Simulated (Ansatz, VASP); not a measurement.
Given: the input of a run of Ansatz 0.2.0 on Al2Cu.

input.yaml

```yaml
crystal:
  lattice:
    - [-3.003165, 3.003165, 2.4385]
    - [3.003165, -3.003165, 2.4385]
    - [3.063835, 3.063835, -2.4385]
  atoms:
    - { symbol: Cu, position: [0.25, 0.25, 0.0] }
    - { symbol: Cu, position: [0.75, 0.75, 0.0] }
    - { symbol: Al, position: [0.3419, 0.1581, 0.5] }
    - { symbol: Al, position: [0.8419, 0.3419, 0.1838] }
    - { symbol: Al, position: [0.6581, 0.8419, 0.5] }
    - { symbol: Al, position: [0.1581, 0.6581, 0.8162] }
hamiltonian:
  xc: pbesol
  pseudopotentials: { kind: paw }
kpoints:
  mp_grid: { grid: [6, 6, 6] }
scf:
  occupations: { method: fermi_dirac, width: 0.05 }
output:
  forces: true
  stress: true
  eigenvalues: true
```

Potentials or basis: Ansatz PAW.

Command:

```sh
$ ansatz run input.yaml --threads 2 --pin off --max-ram 5632MiB --backend cpu --events-out ev --progress --plain --runs-dir out
```

Translate it to VASP 6.6.1. Potentials there: VASP PAW PBE potentials, release 64 (Cu, Al).

As run (the cutoff follows the program's own potentials):

INCAR

```
PREC = Accurate ; ENCUT = 520
EDIFF = 1E-6 ; ISMEAR = -1
SIGMA = 0.05 ; LREAL = F
LASPH = T ; NELM = 60
ALGO = Fast ; ISIF = 2
LWAVE = F ; LCHARG = T
GGA = PS ; LELF = T
LVHAR = T ; NBANDS = 26
```

Contents of KPOINTS:

```
Automatic mesh
0
Gamma
  6 6 6
```

The input POSCAR:

```
Al2Cu
1.0
   -3.0031650000      3.0031650000      2.4385000000
    3.0031650000     -3.0031650000      2.4385000000
    3.0638350000      3.0638350000     -2.4385000000
Cu Al
2 4
Direct
    0.2500000000      0.2500000000      0.0000000000
    0.7500000000      0.7500000000      0.0000000000
    0.3419000000      0.1581000000      0.5000000000
    0.8419000000      0.3419000000      0.1838000000
    0.6581000000      0.8419000000      0.5000000000
    0.1581000000      0.6581000000      0.8162000000
```

Potentials or basis: VASP PAW PBE potentials, release 64 (Cu, Al).

The run is started by

```sh
$ cat potpaw_PBE.64/Cu/POTCAR potpaw_PBE.64/Al/POTCAR > POTCAR
$ mpirun -np 1 vasp_std > vasp.out
```

Both were run:

|  | VASP | Ansatz | Ansatz less VASP |
| --- | --- | --- | --- |
| gap on the k mesh at the Fermi level (eV) | none | none | - |
| pressure (GPa) | -3.1 | -3.5 | -0.43 |
| traceless stress, the component that is largest in VASP (GPa) | -1.73 | -1.73 | +0.001 |
| rms of the force components (eV/Å) | 0.053 | 0.054 | +0.0010 |

VASP's potentials were made for PBE, not for PBEsol. Atom by atom the forces differ by 0.001 eV/Å (rms over components). A gap of «none» marks a metal or a gap that the smearing closes. VASP's potentials hold 34 valence electrons a cell and Ansatz's 50, so a difference there can come from the potentials and not from the codes.
